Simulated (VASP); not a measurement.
Wanted: the native input for a VASP 6.6.1 run.

```
Task                   : single point
Functional             : PBE
Dispersion             : D3(BJ)
Potentials or basis    : VASP PAW PBE potentials, release 64 (Cd_sv_GW, O)
Cutoff                 : 700 eV
k mesh                 : 10 × 10 × 10
Occupations            : fermi-dirac, width 0.05 eV
Spin                   : no spin polarisation
Dipole correction      : no
Further INCAR settings : ALGO = Normal; EDIFF = 1e-06; NBANDS = 20
```

The structure of CdO lies in POSCAR:

```
CdO
1.0
    0.0000000000      2.3337310685      2.3337310685
    2.3337310685      0.0000000000      2.3337310685
    2.3337310685      2.3337310685      0.0000000000
Cd O
1 1
Direct
    0.0000000000      0.0000000000      0.0000000000
    0.5000000000      0.5000000000      0.5000000000
```

One way to write it, as run:

INCAR

```
PREC = Accurate ; ENCUT = 700
EDIFF = 1E-6 ; ISMEAR = -1
SIGMA = 0.05 ; LREAL = F
LASPH = T ; NELM = 120
ALGO = Normal ; ISIF = 2
LWAVE = F ; LCHARG = F
GGA = PE ; IVDW = 12
NBANDS = 20 ; GGA_COMPAT = F
```

KPOINTS

```
Automatic mesh
0
Gamma
  10 10 10
```

Potentials or basis: VASP PAW PBE potentials, release 64 (Cd_sv_GW, O).

Command:

```console
$ cat potpaw_PBE.64/Cd_sv_GW/POTCAR potpaw_PBE.64/O/POTCAR > POTCAR
$ mpirun -np 1 vasp_std > vasp.out
```

It gave:

```json
{
 "Pressure": "5.4 GPa",
 "Band gap on the k mesh": "zero (bands 13 and 14 overlap by 0.37 eV)",
 "Dispersion energy per atom": "-0.300 eV"
}
```

Caveat: the cell stands under pressure; semilocal functionals underestimate gaps, and a narrow one can read as zero.

Wall time 62 s on 1 thread of AMD EPYC 7R43 64-Core Processor (Zen 3), on a shared host, peak memory 0.17 GiB.
